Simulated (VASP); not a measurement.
Runs of VASP 6.6.1 on CdS. The structure is that of space group F-43m (No. 216), or close to it. The cells are those of the table. 

```tsv
level	cell	k mesh	smearing	gap on the mesh (eV)	pressure (GPa)
PBE	a = 4.094 Å, angles 60.0°, 2 atoms	4 × 4 × 4	gaussian 0.01 eV	1.19	5.0
PBE	a = 4.157 Å, angles 60.0°, 2 atoms	4 × 4 × 4	gaussian 0.01 eV	1.09	1.9
PBE	a = 4.209, b = 4.209, c = 4.157 Å, angles 60.4, 60.4, 59.2°, 2 atoms	4 × 4 × 4	gaussian 0.01 eV	1.01	0.4
r2SCAN	a = 4.157 Å, angles 60.0°, 2 atoms	8 × 8 × 8	gaussian 0.01 eV	(a)	0.3
PBE	a = 4.209, b = 4.209, c = 4.157 Å, angles 60.4, 60.4, 59.2°, 2 atoms	8 × 8 × 8	fermi-dirac 0.02 eV	(b)	0.3
r2SCAN	a = 4.157, b = 4.188, c = 4.188 Å, angles 59.5, 60.2, 60.2°, 2 atoms	8 × 8 × 8	gaussian 0.01 eV	1.49	-0.6
PBE	a = 4.157, b = 4.188, c = 4.188 Å, angles 59.5, 60.2, 60.2°, 2 atoms	8 × 8 × 8	fermi-dirac 0.02 eV	1.05	0.8
PBE	a = 4.157 Å, angles 60.0°, 2 atoms	8 × 8 × 8	fermi-dirac 0.02 eV	1.10	(d)
PBE	a = 4.094 Å, angles 60.0°, 2 atoms	8 × 8 × 8	fermi-dirac 0.02 eV	1.20	4.8
PBE	a = 4.157, b = 4.188, c = 4.188 Å, angles 59.5, 60.2, 60.2°, 2 atoms	4 × 4 × 4	gaussian 0.01 eV	1.04	1.0
r2SCAN	a = 4.094 Å, angles 60.0°, 2 atoms	8 × 8 × 8	gaussian 0.01 eV	1.64	(c)
r2SCAN	a = 4.209, b = 4.209, c = 4.157 Å, angles 60.4, 60.4, 59.2°, 2 atoms	8 × 8 × 8	gaussian 0.01 eV	1.45	-1.2
```

Alike in all rows: task single point; potentials or basis VASP PAW PBE potentials, release 64 (Cd, S); no spin polarisation; cutoff (eV) 520.

Estimate the missing entries.

(a) 1.54; (b) 1.02; (c) 3.4; (d) 1.7.

Caveats: some runs use coarse meshes; the PAW data sets were made with another functional, which shifts forces and pressure a little (some runs).

A k mesh can miss the band edges, and the runs leave out spin-orbit coupling on Cd.
